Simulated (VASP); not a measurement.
Wanted: the native input for a VASP 6.6.1 run.

- Task: single point
- Functional: PBE
- Potentials or basis: VASP PAW PBE potentials, release 64 (La, Pd, Ge_d)
- Cutoff: 520 eV
- k mesh: 3 × 3 × 3
- Occupations: methfessel-paxton, width 0.05 eV
- Spin: no spin polarisation
- Hubbard terms: La f U = 4.0 eV
- Dipole correction: no
- Further INCAR settings: ALGO = Normal; EDIFF = 1e-06; NBANDS = 48

The structure of La3GePd3 lies in POSCAR:

```
La3GePd3
1.0
    5.6013830000      0.0000000000      0.0000000000
    0.0000000000      5.6013830000      0.0000000000
    0.0000000000      0.0000000000      5.6013830000
La Pd Ge
3 3 1
Direct
    0.5000000000      0.5000000000      0.0000000000
    0.0000000000      0.5000000000      0.5000000000
    0.5000000000      0.0000000000      0.5000000000
    0.5000000000      0.0000000000      0.0000000000
    0.0000000000      0.5000000000      0.0000000000
    0.0000000000      0.0000000000      0.5000000000
    0.5000000000      0.5000000000      0.5000000000
```

The input as run:

INCAR

```
SYSTEM = La3GePd3
ALGO = Normal
EDIFF = 1E-6
ENCUT = 520
GGA = PE
ISIF = 2
ISMEAR = 1
LASPH = .True.
LCHARG = .False.
LDAU = .True.
LDAUJ = 0 0 0
LDAUL = 3 -1 -1
LDAUPRINT = 1
LDAUTYPE = 2
LDAUU = 4 0 0
LMAXMIX = 6
LREAL = .False.
LWAVE = .False.
NBANDS = 48
NELM = 150
PREC = Accurate
SIGMA = 0.05
```

KPOINTS

```
k-points
0
Gamma
  3 3 3
  0 0 0
```

Potentials or basis: VASP PAW PBE potentials, release 64 (La, Pd, Ge_d).

Run with:

```bash
$ cat potpaw_PBE.64/La/POTCAR potpaw_PBE.64/Pd/POTCAR potpaw_PBE.64/Ge_d/POTCAR > POTCAR
$ mpirun -np 1 vasp_std > vasp.out
```

Results of the run:

```yaml
Pressure: 14.6 GPa
Band_gap_on_the_k_mesh: zero (an odd number of electrons rules out a gap without spin polarisation)
```

Caveat: the k points lie up to 0.37 Å⁻¹ apart, too coarse for converged energies and pressures of a metal; spin-orbit coupling is left out, which moves the levels of the heavy elements; U without spin polarisation on a metal has little footing; the U is typed as a test and isn't derived for this compound.

It took 110 s on 1 thread of Intel Xeon 8259CL, with other jobs on the host, peak memory 0.27 GiB.
